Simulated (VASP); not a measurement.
A run of VASP 6.6.1 is set up as follows.

INCAR

```
ALGO = Normal ; EDIFF = 1E-6
EDIFFG = -0.005 ; ENCUT = 600
GGA = PE ; IBRION = 2
ISIF = 3 ; ISMEAR = -1
LASPH = True ; LCHARG = False
LREAL = False ; LWAVE = False
NELM = 80 ; NSW = 60
PREC = Accurate ; PSTRESS = 1600.0
SIGMA = 0.1
```

File KPOINTS:

```
k-points
0
Gamma
  9 9 13
```

File POSCAR:

```
Os
1.0
    3.9800623096      0.0000000000      0.0000000000
   -1.9900311548      3.4468350688      0.0000000000
    0.0000000000      0.0000000000      2.4676386320
Os
3
Direct
    0.0000000000      0.0000000000      0.0000000000
    0.3333333333      0.6666666667      0.5000000000
    0.6666666667      0.3333333333      0.5000000000
```

Potentials or basis: VASP PAW PBE potentials, release 64 (Os).

Launch:

```sh
$ cat potpaw_PBE.64/Os/POTCAR > POTCAR
$ mpirun -np 1 vasp_std > vasp.out
```

Predict the relaxed cell.

a = 4.011 Å, b = 4.011 Å, c = 2.486 Å, α = 90.00°, β = 90.00°, γ = 120.00°.

Predict the band gap on the k mesh.

zero (bands 12 and 13 overlap by 3.64 eV).

Estimate the space group after relaxing (to 0.1 Å).

P6/mmm (No. 191).

The path:
| step | energy change (eV) | largest force (eV/Å) | pressure (GPa) | volume (Å³) |
| --- | --- | --- | --- | --- |
| 1 | 0.0000 | 0.0000 | 185.40 | 33.85 |
| 2 | -4.5439 | 0.0000 | 5.07 | 43.39 |
| 3 | -0.9659 | 0.0000 | 156.70 | 34.76 |
| 4 | -0.8594 | 0.0000 | 159.92 | 34.65 |
| 5 | -0.8434 | 0.0000 | 160.43 | 34.64 |
| 6 | -0.8479 | 0.0000 | 160.32 | 34.64 |
| 7 | -0.8447 | 0.0000 | 160.39 | 34.64 |
| 8 | -0.8694 | 0.0000 | 159.62 | 34.66 |
| 9 | -0.8558 | 0.0000 | 160.06 | 34.65 |

Caveat: the cell is relaxed towards a set pressure, so the run minimises the enthalpy, not the energy; spin-orbit coupling is left out, which moves the levels of the heavy elements.
